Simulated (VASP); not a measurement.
A run of VASP 6.6.1:

POSCAR

```
WC
1.0
    2.9065000000      0.0000000000      0.0000000000
   -1.4532500000      2.5171028361      0.0000000000
    0.0000000000      0.0000000000      2.8366000000
W C
1 1
Direct
    0.0000000000      0.0000000000      0.0000000000
    0.6666666667      0.3333333333      0.5000000000
```

Contents of INCAR.step1:

```
ALGO = Normal ; EDIFF = 1E-6
ENCUT = 520 ; GGA = PS
ISIF = 2 ; ISMEAR = -1
LASPH = True ; LCHARG = True
LMAXMIX = 4 ; LREAL = False
LWAVE = False ; NBANDS = 16
NELM = 80 ; PREC = Accurate
SIGMA = 0.05
```

The input KPOINTS.step1:

```
k-points
0
Gamma
  10 10 9
```

Contents of INCAR.step2:

```
ALGO = Normal ; EDIFF = 1E-6
ENCUT = 520 ; GGA = PS
ICHARG = 11 ; ISIF = 2
ISMEAR = -5 ; LASPH = True
LCHARG = False ; LMAXMIX = 4
LORBIT = 11 ; LREAL = False
LWAVE = False ; NEDOS = 1001
NELM = 80 ; PREC = Accurate
SIGMA = 0.05
```

KPOINTS.step2

```
k-points
0
Gamma
  15 15 14
```

Potentials or basis: VASP PAW PBE potentials, release 64 (W_sv, C).

Command:

```console
$ cat potpaw_PBE.64/W_sv/POTCAR potpaw_PBE.64/C/POTCAR > POTCAR
$ cp INCAR.step1 INCAR
$ cp KPOINTS.step1 KPOINTS
$ mpirun -np 1 vasp_std > vasp.out
$ cp INCAR.step2 INCAR
$ cp KPOINTS.step2 KPOINTS
$ mpirun -np 1 vasp_std > vasp.out
```

Hardware: 1 thread of Intel(R) Xeon(R) 6975P-C (Granite Rapids), with other jobs on the host.

**Question.** Estimate the wall time of this run.

**Answer.** Run time: 17 s on 1 thread of Intel(R) Xeon(R) 6975P-C (Granite Rapids), on a shared host, peak memory 0.18 GiB. Counts: k points 216.
